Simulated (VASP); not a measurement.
# K (Im-3m) in VASP: a series of runs, part 2 of 2

VASP 6.6.1.

### Step 3. Single point, r2SCAN

File POSCAR:

```
K
1.0
   -2.6699463634      2.6699463634      2.6699463634
    2.6699463634     -2.6699463634      2.6699463634
    2.6699463634      2.6699463634     -2.6699463634
K
1
Direct
    0.0000000000      0.0000000000      0.0000000000
```

File INCAR.step1:

```
SYSTEM = K
PREC = Accurate
ENCUT = 520
ISMEAR = 0
SIGMA = 0.01
LREAL = .False.
LASPH = .True.
NELM = 100
NBANDS = 10
GGA = PE
ALGO = Normal
EDIFF = 1E-4
LWAVE = .True.
LCHARG = .False.
```

File INCAR.step2:

```
SYSTEM = K
PREC = Accurate
ENCUT = 520
EDIFF = 1E-6
ISMEAR = 0
SIGMA = 0.01
LREAL = .False.
LASPH = .True.
NELM = 100
ALGO = Normal
ISIF = 2
LWAVE = .False.
LCHARG = .False.
METAGGA = R2SCAN
LMIXTAU = .True.
NBANDS = 10
ISTART = 1
```

File KPOINTS:

```
Automatic mesh
0
Gamma
  8 8 8
  0 0 0
```

Potentials or basis: VASP PAW PBE potentials, release 64 (K_sv).

Launch:

```
$ cat potpaw_PBE.64/K_sv/POTCAR > POTCAR
$ cp INCAR.step1 INCAR
$ mpirun -np 1 vasp_std > vasp.out
$ cp INCAR.step2 INCAR
$ mpirun -np 1 vasp_std > vasp.out
```

OUTCAR:

```text
SYSTEM = K
   PREC = Accurate
   ENCUT = 520
   EDIFF = 1E-6
   ISMEAR = 0
   LREAL = .False.
   LASPH = .True.
   NELM = 100
   ISIF = 2
   METAGGA = R2SCAN
   ISTART = 1

 ion  position               nearest neighbor table
   1  0.000  0.000  0.000-

  LATTYP: Found a body centered cubic cell.
 ALAT       =     5.3398927268

  Lattice vectors:

 A1 = (  -2.6699463634,   2.6699463634,   2.6699463634)
 A2 = (   2.6699463634,  -2.6699463634,   2.6699463634)
 A3 = (   2.6699463634,   2.6699463634,  -2.6699463634)

Analysis of symmetry for initial positions (statically):
=====================================================================
 Subroutine PRICEL returns:
 Original cell was already a primitive cell.

 Routine SETGRP: Setting up the symmetry group for a
 body centered cubic supercell.

 Subroutine GETGRP returns: Found 48 space group operations
 (whereof 48 operations were pure point group operations)
 out of a pool of 48 trial point group operations.

The static configuration has the point symmetry O_h .

Analysis of symmetry for dynamics (positions and initial velocities):
=====================================================================
 Subroutine PRICEL returns:
 Original cell was already a primitive cell.

 Routine SETGRP: Setting up the symmetry group for a
 body centered cubic supercell.

 Subroutine GETGRP returns: Found 48 space group operations
 (whereof 48 operations were pure point group operations)
 out of a pool of 48 trial point group operations.

The dynamic configuration has the point symmetry O_h .

 Subroutine INISYM returns: Found 48 space group operations
 (whereof 48 operations are pure point group operations),
 and found     1 'primitive' translations

----------------------------------------------------------------------------------------

                                     Primitive cell

  volume of cell :      76.1321

  direct lattice vectors                    reciprocal lattice vectors
    -2.669946363  2.669946363  2.669946363     0.000000000  0.187269680  0.187269680
     2.669946363 -2.669946363  2.669946363     0.187269680  0.000000000  0.187269680
     2.669946363  2.669946363 -2.669946363     0.187269680  0.187269680  0.000000000

  length of vectors
     4.624482755  4.624482755  4.624482755     0.264839321  0.264839321  0.264839321

  position of ions in fractional coordinates (direct lattice)
     0.000000000  0.000000000  0.000000000

  ion indices of the primitive-cell ions
   primitive index   ion index
                 1           1

----------------------------------------------------------------------------------------

 KPOINTS: Automatic mesh

Automatic generation of k-mesh.
 Grid dimensions read from file:
 generate k-points for:    8    8    8

 Generating k-lattice:

  Cartesian coordinates                     Fractional coordinates (reciprocal lattice)
     0.000000000  0.023408710  0.023408710     0.125000000  0.000000000  0.000000000
     0.023408710  0.000000000  0.023408710     0.000000000  0.125000000  0.000000000
     0.023408710  0.023408710  0.000000000     0.000000000  0.000000000  0.125000000

  Length of vectors
     0.033104915  0.033104915  0.033104915

  Shift w.r.t. Gamma in fractional coordinates (k-lattice)
     0.000000000  0.000000000  0.000000000

 Subroutine IBZKPT returns following result:
 ===========================================

 Found     29 irreducible k-points:

 Following reciprocal coordinates:
            Coordinates               Weight
  0.000000  0.000000  0.000000      1.000000
  0.125000  0.000000  0.000000     12.000000
  0.250000  0.000000  0.000000     12.000000
  0.375000  0.000000  0.000000     12.000000
  0.500000  0.000000  0.000000      6.000000
  0.125000  0.125000  0.000000     24.000000
[... 16 lines left out ...]
 -0.250000  0.250000  0.250000      6.000000
 -0.375000  0.375000  0.250000     24.000000
 [... further k-points ...]
   k-points           NKPTS =     29   k-points in BZ     NKDIM =     29   number of bands    NBANDS=     10
   number of dos      NEDOS =    301   number of ions     NIONS =      1
   total plane-waves  NPLWV =  46656
   dimension x,y,z NGX =    36 NGY =   36 NGZ =   36
   dimension x,y,z NGXF=    72 NGYF=   72 NGZF=   72
   ions per type =               1
   NGX,Y,Z   is equivalent  to a cutoff of  12.94, 12.94, 12.94 a.u.
   NGXF,Y,Z  is equivalent  to a cutoff of  25.88, 25.88, 25.88 a.u.
 SYSTEM =  K
   PREC   = accura    normal or accurate (medium, high low for compatibility)
   ISTART =      1    job   : 0-new  1-cont  2-samecut
   ICHARG =      0    charge: 1-file 2-atom 10-const
   ISPIN  =      1    spin polarized calculation?
   LNONCOLLINEAR =      F non collinear calculations
   LSORBIT =      F    spin-orbit coupling
   LASPH  =      T    aspherical Exc in radial PAW
   ENCUT  =  520.0 eV  38.22 Ry    6.18 a.u.   8.60  8.60  8.60*2*pi/ulx,y,z
   NELM   =    100;   NELMIN=  2; NELMDL=  0     # of ELM steps
   EDIFF  = 0.1E-05   stopping-criterion for ELM
   LREAL  =      F    real-space projection
   EDIFFG = 0.1E-04   stopping-criterion for IOM
   NSW    =      0    number of steps for IOM
   IBRION =     -1    ionic relax: 0-MD 1-quasi-New 2-CG
   NFREE  =      0    steps in history (QN), initial steepest desc. (CG)
   ISIF   =      2    stress and relaxation
   ISYM   =      2    0-nonsym 1-usesym 2-fastsym
   POTIM  = 0.5000    time-step for ionic-motion
   TEBEG  =    0.0;   TEEND  =   0.0 temperature during run
   PSTRESS=    0.0 pullay stress
   NELECT =       9.0000    total number of electrons
   NUPDOWN=      -1.0000    fix difference up-down
   EMIN   =  10.00;   EMAX   =-10.00  energy-range for DOS
   EFERMI =   0.00;   METHOD = LEGACY
   ISMEAR =     0;   SIGMA  =   0.01  broadening in eV -4-tet -1-fermi 0-gaus
   EFERMI_NEDOS =   21; number of points for ismear=-14 and -15
   IALGO  =     38    algorithm
   IMIX   =      4    mixing-type and parameters
     AMIX     =   0.40;   BMIX     =  1.00
     AMIX_MAG =   1.60;   BMIX_MAG =  1.00
  volume/ion in A,a.u.               =      76.13       513.76
  Fermi-wavevector in a.u.,A,eV,Ry     =   0.803464  1.518327  8.783303  0.645555
  Thomas-Fermi vector in A             =   1.911336
   LORBIT       =      0    0 simple, 1 ext, 2 COOP (PROOUT), +10 PAW based schemes
   METAGGA = R2SCAN    functional components
   LHFCALC =     F    Hartree Fock is set to
   AEXX    =    0.0000 exact exchange contribution
   IVDW    =     0    specifies the selected vdW correction
   LEPSILON=     F    determine dielectric tensor
   LRPA    =     F    only Hartree local field effects (RPA)
 non-spin polarized calculation
 Gauss-broadening in eV      SIGMA  =   0.01
  energy-cutoff  :      520.00
  volume of cell :       76.13
 maximum number of plane-waves:      2093
 NGX is ok and might be reduce to    36
   NGX = 17   NGY = 17   NGZ = 17

 number of electron       9.0000001 magnetization

 Free energy of the ion-electron system (eV)
  ---------------------------------------------------
  ext. energy  EPLUGINS =         0.00000000
  ---------------------------------------------------
  free energy    TOTEN  =        -6.00464235 eV

  energy without entropy =       -6.00438853  energy(sigma->0) =       -6.00451544

 E-fermi :  -0.0337     XC(G=0):  -5.8195

 val. band max:       -0.1801784954   @ k =   0.2500   0.2500   0.0000
 cond. band min:      -0.0294763305   @ k =  -0.3750   0.3750   0.2500
 fundamental gap:      0.1507021648
 Fermi energy:        -0.0337483738

 k-point     1 :       0.0000    0.0000    0.0000
  band No.  band energies     occupation
      1     -33.8170      2.00000
      2     -16.4905      2.00000
      3     -16.4905      2.00000
      4     -16.4905      2.00000
      5      -2.3924      2.00000
      6       4.5780      0.00000
      7       4.5781      0.00000
      8       4.5781      0.00000
      9       5.5195      0.00000
     10       5.5195      0.00000
[... 287 lines left out ...]
 k-point    24 :      -0.3750    0.3750    0.2500
  band No.  band energies     occupation
      1     -33.8124      2.00000
      2     -16.5361      2.00000
      3     -16.5194      2.00000
      4     -16.5132      2.00000
      5      -0.0295      0.54574
      6       2.0790      0.00000
      7       3.5133      0.00000
      8       3.5712      0.00000
      9       4.8895      0.00000
     10       6.0065      0.00000

 [... further k-points ...]

------------------------ aborting loop because EDIFF is reached ----------------------------------------

  FORCE on cell =-STRESS in cart. coord.  units (eV):
  Direction    XX          YY          ZZ          XY          YZ          ZX
  --------------------------------------------------------------------------------------
  -------------------------------------------------------------------------------------
  Total       -0.0014541     -0.0014541     -0.0014541      0.0000000     -0.0000000     -0.0000000
  in kB       -0.0306001     -0.0306001     -0.0306001      0.0000000     -0.0000000     -0.0000000
  external PRESSURE =      -0.0306001 kB  Pullay stress =       0.0000000 kB

 VOLUME and BASIS-vectors are now :
 -----------------------------------------------------------------------------
  energy-cutoff  :      520.00
  volume of cell :       76.13
      direct lattice vectors                 reciprocal lattice vectors
    -2.669946363  2.669946363  2.669946363     0.000000000  0.187269680  0.187269680
     2.669946363 -2.669946363  2.669946363     0.187269680  0.000000000  0.187269680
     2.669946363  2.669946363 -2.669946363     0.187269680  0.187269680  0.000000000

 POSITION                                       TOTAL-FORCE (eV/Angst)
 -----------------------------------------------------------------------------------
      0.00000      0.00000      0.00000         0.000000     -0.000000     -0.000000
 -----------------------------------------------------------------------------------
    total drift:                               -0.000000      0.000000      0.000000

  FREE ENERGIE OF THE ION-ELECTRON SYSTEM (eV)
  ---------------------------------------------------
  free  energy   TOTEN  =        -6.0046423526 eV

  energy  without entropy=       -6.0043885338  energy(sigma->0) =       -6.00451544
```

OSZICAR.step1:

```text
N       E                     dE             d eps       ncg     rms          rms(c)
DAV:   1     0.476953707089E+02    0.47695E+02   -0.36420E+03   580   0.682E+02
DAV:   2     0.639424874864E+00   -0.47056E+02   -0.46179E+02   616   0.191E+02
DAV:   3    -0.987665756357E+00   -0.16271E+01   -0.16131E+01   896   0.298E+01
DAV:   4    -0.103724608892E+01   -0.49580E-01   -0.49553E-01   802   0.422E+00
DAV:   5    -0.103856935243E+01   -0.13233E-02   -0.13226E-02   870   0.528E-01    0.191E+00
DAV:   6    -0.103885897617E+01   -0.28962E-03   -0.13885E-03   894   0.236E-01    0.118E+00
DAV:   7    -0.103932465065E+01   -0.46567E-03   -0.26437E-03   882   0.330E-01    0.500E-02
DAV:   8    -0.103938861277E+01   -0.63962E-04   -0.10287E-04   610   0.119E-01
   1 F= -.10393886E+01 E0= -.10392180E+01  d E =-.341269E-03
```

It took 2.3 min on 1 thread of Intel Xeon 8259CL, shared host; peak memory 0.21 GiB.

Results:

* Free energy: -6.0046 eV
* Pressure: 0.0 GPa
* Band gap on the k mesh: zero (an odd number of electrons rules out a gap without spin polarisation)

Caveat: the PAW data sets were made with another functional, which shifts forces and pressure a little.

### Step 4. Single point, r2SCAN

POSCAR is that of step 3.

File INCAR.step1:

```
SYSTEM = K
PREC = Accurate
ENCUT = 520
ISMEAR = 0
SIGMA = 0.03
LREAL = .FALSE.
LASPH = .TRUE.
NELM = 60
NBANDS = 10
GGA = PE
ALGO = Normal
EDIFF = 1E-4
LWAVE = .TRUE.
LCHARG = .FALSE.
```

File INCAR.step2:

```
SYSTEM = K
PREC = Accurate
ENCUT = 520
EDIFF = 1E-6
ISMEAR = 0
SIGMA = 0.03
LREAL = .FALSE.
LASPH = .TRUE.
NELM = 60
ALGO = Normal
ISIF = 2
LWAVE = .FALSE.
LCHARG = .FALSE.
METAGGA = R2SCAN
LMIXTAU = .TRUE.
NBANDS = 10
ISTART = 1
```

File KPOINTS:

```
regular mesh
0
G
  8 8 8
  0 0 0
```

Launch:

```
$ cat potpaw_PBE.64/K_sv/POTCAR > POTCAR
$ cp INCAR.step1 INCAR
$ mpirun -np 1 vasp_std > vasp.out
$ cp INCAR.step2 INCAR
$ mpirun -np 1 vasp_std > vasp.out
```

It took 1.9 min on 1 thread of Intel Xeon 8259CL, shared host; peak memory 0.21 GiB.

The run converged. Its results:

* Free energy: -6.0053 eV
* Pressure: 0.0 GPa
* Band gap on the k mesh: zero (an odd number of electrons rules out a gap without spin polarisation)

Levels at points of the mesh, in eV from the Fermi level:
| k point | band 1 | band 2 | band 3 | band 4 | band 5 | band 6 | band 7 | band 8 |
| --- | --- | --- | --- | --- | --- | --- | --- | --- |
| (0.00, 0.00, 0.00) | -33.77 | -16.44 | -16.44 | -16.44 | -2.34 | 4.63 | 4.63 | 4.63 |
| (0.50, 0.00, 0.00) | -33.76 | -16.50 | -16.46 | -16.44 | 0.48 | 0.53 | 3.39 | 5.27 |
| (0.50, 0.50, 0.50) | -33.76 | -16.48 | -16.48 | -16.48 | 1.71 | 1.71 | 3.59 | 3.59 |

Caveat: the PAW data sets were made with another functional, which shifts forces and pressure a little.

### Step 5. Single point, r2SCAN

POSCAR is that of step 4.

File INCAR.step1:

```
SYSTEM = K
ALGO     = Normal         ! electronic algorithm
EDIFF    = 1E-4           ! SCF threshold, eV
ENCUT    = 520            ! plane-wave cutoff, eV
GGA      = PE             ! functional
ISMEAR   = 0              ! smearing method
LASPH    = .True.         ! aspherical terms in the spheres
LCHARG   = .False.        ! write CHGCAR
LREAL    = .False.        ! projectors in reciprocal space
LWAVE    = .True.         ! write WAVECAR
NBANDS   = 10             ! bands
NELM     = 80             ! most SCF steps
PREC     = Accurate       ! precision mode
SIGMA    = 0.1            ! smearing width, eV
```

File INCAR.step2:

```
SYSTEM = K
ALGO     = Normal         ! electronic algorithm
EDIFF    = 1E-6           ! SCF threshold, eV
ENCUT    = 520            ! plane-wave cutoff, eV
ISIF     = 2              ! what is computed and relaxed
ISMEAR   = 0              ! smearing method
ISTART   = 1            
LASPH    = .True.         ! aspherical terms in the spheres
LCHARG   = .False.        ! write CHGCAR
LMIXTAU  = .True.       
LREAL    = .False.        ! projectors in reciprocal space
LWAVE    = .False.        ! write WAVECAR
METAGGA  = R2SCAN         ! meta-GGA
NBANDS   = 10             ! bands
NELM     = 80             ! most SCF steps
PREC     = Accurate       ! precision mode
SIGMA    = 0.1            ! smearing width, eV
```

File KPOINTS:

```
k-points
0
Gamma
  8 8 8
  0 0 0
```

Launch:

```
$ cat potpaw_PBE.64/K_sv/POTCAR > POTCAR
$ cp INCAR.step1 INCAR
$ mpirun -np 1 vasp_std > vasp.out
$ cp INCAR.step2 INCAR
$ mpirun -np 1 vasp_std > vasp.out
```

Run time: 1.9 min. Hardware: 1 thread of Intel Xeon 8259CL, shared host; peak memory 0.21 GiB.

It converged, with:

```
Free energy            : -6.0081 eV
Pressure               : 0.0 GPa
Band gap on the k mesh : zero (an odd number of electrons rules out a gap without spin polarisation)
```

Levels at points of the mesh, in eV from the Fermi level:
| k point | band 2 | band 3 | band 4 | band 5 | band 6 | band 7 |
| --- | --- | --- | --- | --- | --- | --- |
| (0.00, 0.00, 0.00) | -16.39 | -16.39 | -16.39 | -2.29 | 4.68 | 4.68 |
| (0.50, 0.00, 0.00) | -16.45 | -16.41 | -16.39 | 0.53 | 0.58 | 3.44 |
| (0.50, 0.50, 0.50) | -16.44 | -16.44 | -16.44 | 1.76 | 1.76 | 3.64 |

Caveat: the PAW data sets were made with another functional, which shifts forces and pressure a little.

### Step 6. Summary

| smearing | gap on the mesh (eV) | pressure (GPa) |
| --- | --- | --- |
| fermi-dirac 1 eV | none | 0.7 |
| gaussian 0.01 eV | none | 0.0 |
| gaussian 0.03 eV | none | 0.0 |
| gaussian 0.1 eV | none | 0.0 |

Alike in all rows: task single point; level r2SCAN; potentials or basis VASP PAW PBE potentials, release 64 (K_sv); no spin polarisation; cell as given; k mesh 8 × 8 × 8; cutoff (eV) 520.

Caveats: the PAW data sets were made with another functional, which shifts forces and pressure a little; so wide a smearing shifts energies and pressures (at least some runs).

Total energies depend on the potentials used, so only differences within one code and one set of settings carry meaning.
